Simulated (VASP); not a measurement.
# Ga4Cu3C4Cl16O4 (a cell with a defect) in VASP: further runs, part 2 of 2

VASP 6.6.1. Earlier steps stand in the parts before.

## (3) Single point, LDA

Input file INCAR:

```
PREC = Accurate ; ENCUT = 520
EDIFF = 1E-7 ; ISMEAR = -1
SIGMA = 0.05 ; LREAL = Auto
LASPH = True ; NELM = 100
ALGO = Normal ; ISIF = 2
LWAVE = False ; LCHARG = False
GGA = CA ; NBANDS = 140
```

Input file KPOINTS:

```
regular mesh
0
Gamma
  1 1 1
```

Input file POSCAR:

```
Ga4Cu3C4Cl16O4
1.0
   -7.5471110000     -7.1359570000      0.0000000000
    6.4817650000     -7.1359570000      0.0000000000
    3.1356770000      1.1678080000      8.2843600000
Ga Cu C Cl O
4 3 4 16 4
Direct
   -0.0084023579      0.2053907483      0.7383068819
    0.9893214284      0.7518499233      0.2218034948
    0.5202801402      0.7039110199      0.7554114017
    0.5061680977      0.2854793228      0.2585715734
    0.1007420911      0.1584344600      0.1958992608
    0.8721848744      0.8454057914      0.7796257043
    0.3935573497      0.3618803867      0.7793842856
    0.9755547372      0.2695535065      0.2354315843
    0.0400343018      0.7530682910      0.7964888054
    0.4392192502      0.7530184449      0.1376569826
    0.5433621091      0.2478440048      0.8013413227
    0.6586599230      0.6003436140      0.9729297133
    0.3423819602      0.4129720311     -0.0010501716
    0.6391313209      0.4190255926      0.4044005813
    0.3825249324      0.5644636995      0.6017000710
    0.9160752605      0.6991092988      0.4255730075
    0.1339447202      0.2630252013      0.5932142012
    0.9066409343      0.3695811536      0.8489973878
    0.0672975004      0.5953019083      0.1461549233
    0.1132053435      0.0770815374      0.9666648963
    0.8487126636      0.9115961494      0.0035005722
    0.0978622670      0.9197076005      0.3231993781
    0.8551249444      0.0875561446      0.5631334225
    0.3587354285      0.2603816460      0.3842179722
    0.6362146178      0.8473689768      0.6132761010
    0.3968427066      0.8496534965      0.8121568836
    0.5940029641      0.0848817067      0.1910346726
    0.8630504703      0.3090299981      0.2122915952
    0.1308842449      0.6730901645      0.8323515637
    0.4225747531      0.8273944165      0.2170958288
    0.6312240168      0.1705394748      0.8017155218
```

Potentials or basis: VASP PAW LDA potentials, release 64 (Ga_d, Cu, C, Cl, O).

Started as:

```bash
cat potpaw_LDA.64/Ga_d/POTCAR potpaw_LDA.64/Cu/POTCAR potpaw_LDA.64/C/POTCAR potpaw_LDA.64/Cl/POTCAR potpaw_LDA.64/O/POTCAR > POTCAR
mpirun -np 1 vasp_gam > vasp.out
```

It took 4.1 min on 1 thread of AMD EPYC 7R43 (Zen 3), shared host; peak memory 0.61 GiB.

The run converged. Its results:

* Free energy: -146.2945 eV
* Pressure: -2.5 GPa
* Largest force: 3.031 eV/Å
* Band gap on the k mesh: zero (an odd number of electrons rules out a gap without spin polarisation)

Forces in eV/Å, atoms in the order of the input:
```
Ga   0.881 -0.822 -0.447
Ga   2.502  0.530  0.449
Ga   0.062 -0.675 -0.744
Ga  -0.828  0.449 -0.975
Cu  -0.373  0.148 -0.030
Cu   0.041 -0.075 -0.517
Cu   0.278 -0.205  0.357
C    1.645  1.256 -0.906
C    1.350  0.759 -0.016
C   -1.148  0.582 -0.532
C   -2.736  0.334 -0.225
Cl  -0.821  0.084  0.573
Cl  -1.091  0.021  0.348
Cl  -0.270 -0.084 -0.339
Cl  -0.128  0.036  0.145
Cl  -0.169  0.155 -0.539
Cl   0.416 -0.005  0.936
Cl  -1.196  0.166 -0.822
Cl  -1.941  0.529 -0.532
Cl  -0.317 -0.244  0.776
Cl  -0.484  0.610 -0.213
Cl   0.262 -2.115  0.718
Cl   0.038  0.105  0.744
Cl  -0.002  0.765 -0.419
Cl  -0.469  0.438  0.779
Cl   0.746 -0.131 -0.326
Cl   1.948 -0.758  0.374
O   -1.849 -1.158  0.731
O   -0.474 -0.356 -0.159
O    1.095 -0.354  0.748
O    3.031  0.015  0.062
```

Stress tensor (GPa, compression positive):
```
-3.13 -0.41 -0.37
-0.41 -1.73 -0.09
-0.37 -0.09 -2.51
```

Levels at points of the mesh, in eV from the Fermi level:
```
           k point  band 115  band 116  band 117  band 118  band 119  band 120  band 121  band 122  band 123  band 124
(0.00, 0.00, 0.00)     -0.23     -0.20     -0.12     -0.09     -0.06      3.25      3.51      3.53      3.59      3.72
```

Caveat: the k points lie up to 0.76 Å⁻¹ apart, too coarse for converged energies and pressures of a metal; an odd number of electrons without spin polarisation forces a metal; a magnetic or distorted state may lie lower; semilocal functionals often make such compounds metallic where correlation or magnetic order opens a gap, which also shifts bond lengths. With open d or f shells a metallic result of LDA can be an artefact of self-interaction; +U or a hybrid may open a gap.

## (4) Single point, LDA

Input file INCAR:

```
SYSTEM = Ga4Cu3C4Cl16O4
PREC = Accurate
ENCUT = 520
EDIFF = 1E-6
ISMEAR = -1
SIGMA = 0.05
LREAL = Auto
LASPH = .TRUE.
NELM = 80
ALGO = Normal
ISIF = 2
LWAVE = .FALSE.
LCHARG = .TRUE.
LELF = .TRUE.
LVHAR = .TRUE.
NBANDS = 140
```

Input file KPOINTS:

```
Automatic mesh
0
G
  1 1 1
  0 0 0
```

Input file POSCAR:

```
Ga4Cu3C4Cl16O4
1.0
   -7.5471110000     -7.1359570000      0.0000000000
    6.4817650000     -7.1359570000      0.0000000000
    3.1356770000      1.1678080000      8.2843600000
Ga Cu C Cl O
4 3 4 16 4
Direct
   -0.0273575545      0.2221164574      0.7471186670
    0.9969568784      0.7577995769      0.2363972594
    0.5268053360      0.6856267725      0.7333940099
    0.5282270785      0.3006341916      0.2431207722
    0.1271680566      0.1481071336      0.1990497757
    0.9055743288      0.8526038574      0.7667218711
    0.4267202127      0.3869293623      0.8132915518
    0.9678276164      0.2695815810      0.1924107596
    0.0493582873      0.7444176913      0.8116499042
    0.4287825207      0.7359287063      0.2342244905
    0.5666724545      0.2451500209      0.8202806252
    0.6711255256      0.5545166158      0.9679926995
    0.3576370460      0.4005115352      0.0199653323
    0.6585565224      0.4380280494      0.3604020105
    0.3588054045      0.5594466881      0.6066129429
    0.9397665982      0.7047054639      0.4368714059
    0.1414121995      0.2784795764      0.6288958954
    0.8779749885      0.3974562780      0.8098271924
    0.0482389546      0.5688845980      0.1351824402
    0.1563194944      0.0912277770      1.0026362930
    0.8504422815      0.8839182135     -0.0105137874
    0.1227810493      0.9665799543      0.3442631658
    0.8653432367      0.0911241318      0.5809259858
    0.3422448422      0.2450416886      0.3695397110
    0.6490962372      0.8357395130      0.5964371418
    0.4085866053      0.8084497058      0.8355986461
    0.5852545354      0.1103469264      0.2053266637
    0.8687417819      0.2758053899      0.2189909661
    0.1333312448      0.6757752446      0.7953782791
    0.3986358925      0.8478065583      0.2450400514
    0.6531992089      0.1648181000      0.8235397786
```

Started as:

```bash
cat potpaw_LDA.64/Ga_d/POTCAR potpaw_LDA.64/Cu/POTCAR potpaw_LDA.64/C/POTCAR potpaw_LDA.64/Cl/POTCAR potpaw_LDA.64/O/POTCAR > POTCAR
mpirun -np 1 vasp_gam > vasp.out
```

Run time: 3.6 min. Hardware: 1 thread of AMD EPYC 7R43 (Zen 3), shared host; peak memory 0.6 GiB.

Results (log left out):

```yaml
Free_energy: -145.3714 eV
Pressure: -2.3 GPa
Largest_force: 3.034 eV/Å
Band_gap_on_the_k_mesh: zero (an odd number of electrons rules out a gap without spin polarisation)
```

Forces in eV/Å, atoms in the order of the input:
```
Ga  -0.774 -2.219  0.451
Ga  -0.446 -0.402 -1.650
Ga   0.265 -1.127  1.203
Ga   1.972  1.276 -0.050
Cu   1.984 -1.734  0.729
Cu   2.551  0.576 -0.404
Cu  -1.218  0.173  0.289
C   -1.103 -0.096  0.274
C   -2.327 -0.220 -0.697
C    0.629 -0.332  0.031
C   -1.610  0.040 -0.019
Cl   0.262  0.069 -1.333
Cl  -0.063 -0.197 -0.352
Cl   0.141 -0.821  0.632
Cl  -0.401 -0.160 -0.274
Cl   0.304  0.327  0.276
Cl   0.753  0.724  0.800
Cl  -0.940  0.341 -0.107
Cl   1.011 -0.856  0.707
Cl  -0.318  0.094 -2.583
Cl  -0.130 -0.068  0.848
Cl  -0.990  2.125  0.692
Cl  -0.281  1.058  0.342
Cl  -0.368 -0.379 -0.589
Cl  -0.289  1.028  0.990
Cl  -0.269 -0.410 -0.317
Cl  -1.529  0.630 -0.226
O    0.456  0.023 -0.108
O    0.301  0.052  0.631
O   -0.606  0.396 -0.100
O    3.031  0.090 -0.085
```

Stress tensor (GPa, compression positive):
```
-2.57 -0.66  0.50
-0.66 -2.35 -0.07
 0.50 -0.07 -1.95
```

Levels at points of the mesh, in eV from the Fermi level:
```tsv
k point	band 116	band 117	band 118	band 119	band 120	band 121	band 122	band 123
(0.00, 0.00, 0.00)	-0.20	-0.18	-0.11	-0.03	2.59	2.94	3.20	3.35
```

Caveat: the k points lie up to 0.76 Å⁻¹ apart, too coarse for converged energies and pressures of a metal; an odd number of electrons without spin polarisation forces a metal; a magnetic or distorted state may lie lower; semilocal functionals often make such compounds metallic where correlation or magnetic order opens a gap, which also shifts bond lengths. With open d or f shells a metallic result of LDA can be an artefact of self-interaction; +U or a hybrid may open a gap.

## (5) The runs side by side

```csv
cell,gap on the mesh (eV),pressure (GPa),largest force (eV/Å)
"as given, atomic positions A",none,-2.2,5.89
"as given, atomic positions B",none,-2.5,3.03
"as given, atomic positions C",none,-2.3,3.03
```

Alike in all rows: task single point; level LDA; potentials or basis VASP PAW LDA potentials, release 64 (Ga_d, Cu, C, Cl, O); no spin polarisation; k mesh 1 × 1 × 1; cutoff (eV) 520; smearing fermi-dirac 0.05 eV.

Caveats: all runs use coarse meshes; an odd number of electrons without spin polarisation forces a metal; a magnetic or distorted state may lie lower; semilocal functionals often make such compounds metallic where correlation or magnetic order opens a gap, which also shifts bond lengths.

Total energies depend on the potentials used, so only differences within one code and one set of settings carry meaning.
